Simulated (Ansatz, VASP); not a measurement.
Two plane-wave programs on SiGe

The input INCAR:

```
PREC     = Accurate       # precision mode
ENCUT    = 520            # plane-wave cutoff, eV
EDIFF    = 1E-6           # SCF threshold, eV
ISMEAR   = 0              # smearing method
SIGMA    = 0.03           # smearing width, eV
LREAL    = F              # projectors in reciprocal space
LASPH    = T              # aspherical terms in the spheres
NELM     = 60             # most SCF steps
ALGO     = Normal         # electronic algorithm
ISIF     = 2              # what is computed and relaxed
LWAVE    = F              # write WAVECAR
LCHARG   = F              # write CHGCAR
NBANDS   = 26             # bands
```

The input KPOINTS:

```
regular mesh
0
Gamma
  12 12 6
```

POSCAR

```
SiGe
1.0
    3.9035908171      0.0000000000      0.0000000000
   -1.9517954085      3.3806088136      0.0000000000
    0.0000000000      0.0000000000      6.4510978499
Si Ge
2 2
Direct
    0.6666666667      0.3333333333      0.8745031008
    0.3333333333      0.6666666667      0.3745031008
    0.6666666667      0.3333333333      0.4926769834
    0.3333333333      0.6666666667     -0.0073230166
```

Input for Ansatz:

```yaml
crystal:
  lattice:
    - [3.9035908171, 0.0, 0.0]
    - [-1.9517954085, 3.3806088136, 0.0]
    - [0.0, 0.0, 6.4510978499]
  atoms:
    - { symbol: Si, position: [0.6666666667, 0.3333333333, 0.8745031008] }
    - { symbol: Si, position: [0.3333333333, 0.6666666667, 0.3745031008] }
    - { symbol: Ge, position: [0.6666666667, 0.3333333333, 0.4926769834] }
    - { symbol: Ge, position: [0.3333333333, 0.6666666667, -0.0073230166] }
basis:
  ecutwfc: 420
kpoints:
  mp_grid: { grid: [12, 12, 6] }
hamiltonian:
  xc: lda
  pseudopotentials: { kind: paw, azcp: { folder: soft_1 } }
scf:
  occupations: { method: gaussian, width: 0.03 }
output:
  forces: true
  stress: true
  eigenvalues: true
```

Alike in both runs: task single point; functional LDA; k mesh 12 × 12 × 6; occupations gaussian, width 0.03 eV; no spin polarisation.

```csv
,VASP,Ansatz
version,VASP 6.6.1,Ansatz 0.2.0
potentials or method,"VASP PAW LDA potentials, release 64 (Si, Ge_d), cutoff 520 eV","scalar-relativistic, plane waves, PAW"
valence electrons in the cell,36,36
```

|  | VASP | Ansatz | Ansatz less VASP |
| --- | --- | --- | --- |
| gap on the k mesh at the Fermi level (eV) | 0.30 | 0.28 | -0.015 |
| least direct gap on the mesh (eV) | 0.30 | 0.28 | -0.015 |
| pressure (GPa) | -1.9 | -1.9 | -0.07 |
| traceless stress, the component that is largest in VASP (GPa) | -1.63 | -1.61 | +0.018 |
| rms of the force components (eV/Å) | 0.316 | 0.314 | -0.0016 |

Ansatz warns that its potentials were made for another functional, while VASP's fit it. LDA's correlation is that of Perdew and Zunger in VASP and of Perdew and Wang (1992) in Ansatz. Atom by atom the forces differ by 0.002 eV/Å (rms over components).
